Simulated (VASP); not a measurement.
The system is Co.

```
Co
1.0
     4.14431    0.00000    0.00000
    -2.07216    3.58908    0.00000
     0.00000    0.00000    2.54064
Co
3
Direct
  0.00000 0.00000 0.00000
  0.33333 0.66667 0.50000
  0.66667 0.33333 0.50000
```

* Program: VASP 6.6.1
* Task: relaxation of cell and atoms
* Functional: PBEsol
* Potentials or basis: VASP PAW PBE potentials, release 64 (Co)
* Cutoff: 600 eV
* k mesh: 6 × 6 × 6
* Occupations: gaussian, width 0.1 eV
* Spin: collinear spin, ferromagnetic start
* Starting moments: [1.96, 2.01, 2.01] μB

At the start: pressure -27.4 GPa; volume 12.60 Å³/atom.

Q: Where does the relaxation end?

A: Over 4 steps the energy falls by 209.8 meV/atom and the volume is 10.54 Å³/atom (-16.3 %); space group P6/mmm (No. 191, to 0.05 Å); moment 4.93 μB per cell.

The path:
| step | energy change (eV) | largest force (eV/Å) | pressure (GPa) | volume (Å³) |
| --- | --- | --- | --- | --- |
| 1 | 0.0000 | 0.0000 | -27.42 | 37.79 |
| 2 | -0.0387 | 0.0000 | 48.39 | 27.18 |
| 3 | -0.6288 | 0.0000 | -1.18 | 31.76 |
| 4 | -0.6294 | 0.0000 | -0.24 | 31.62 |

Final structure:
```yaml
crystal:
  lattice:
    - [3.90116, 0.00000, 0.00000]
    - [-1.95058, 3.37850, 0.00000]
    - [0.00000, 0.00000, 2.39929]
  atoms:
    - { symbol: Co, position: [0.00000, 0.00000, 0.00000] }
    - { symbol: Co, position: [0.33333, 0.66667, 0.50000] }
    - { symbol: Co, position: [0.66667, 0.33333, 0.50000] }
```

Caveat: the k points lie up to 0.44 Å⁻¹ apart in the final cell; the volume moved by over 15 % at a fixed basis, so the end points are rough; the PAW data sets were made with another functional, which shifts forces and pressure a little.
